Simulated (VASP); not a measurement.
Write the native input for VASP 6.6.1 that does the following.

| Quantity | Value |
| --- | --- |
| Task | single point |
| Functional | PBEsol |
| Potentials or basis | VASP PAW PBE potentials, release 64 (C) |
| Cutoff | 520 eV |
| k mesh | 18 × 18 × 6 |
| Occupations | fermi-dirac, width 0.15 eV |
| Spin | no spin polarisation |
| Dipole correction | no |
| Further INCAR settings | ALGO = Normal; EDIFF = 1e-06; NBANDS = 11 |

The structure of C lies in POSCAR:

```
C
1.0
    2.4481204727      0.0000000000      0.0000000000
   -1.2240602364      2.1201345209      0.0000000000
    0.0000000000      0.0000000000      3.3016449864
C
2
Direct
    0.3333333333      0.6666666667      0.0000000000
    0.6666666667      0.3333333333      0.0000000000
```

One way to write it, as run:

INCAR

```
SYSTEM = C
PREC = Accurate ; ENCUT = 520
EDIFF = 1E-6 ; ISMEAR = -1
SIGMA = 0.15 ; LREAL = .False.
LASPH = .True. ; NELM = 60
ALGO = Normal ; ISIF = 2
LWAVE = .False. ; LCHARG = .True.
GGA = PS ; LELF = .True.
LVHAR = .True. ; NBANDS = 11
```

KPOINTS

```
regular mesh
0
Gamma
  18 18 6
  0 0 0
```

Potentials or basis: VASP PAW PBE potentials, release 64 (C).

Command:

```sh
$ cat potpaw_PBE.64/C/POTCAR > POTCAR
$ mpirun -np 1 vasp_std > vasp.out
```

Results of the run:

| Item | Value |
| --- | --- |
| Pressure | 5.7 GPa |
| Band gap on the k mesh | zero (bands 4 and 5 overlap by 1.51 eV) |

Caveat: the cell stands under pressure; this functional lacks dispersion, which binds layers or chains, so the pressure and a relaxed spacing across them are unreliable; the PAW data sets were made with another functional, which shifts forces and pressure a little.

Run time: 15 s on 1 thread of AMD EPYC 7R13 Processor (Zen 3) (shared host), peak memory 0.1 GiB.
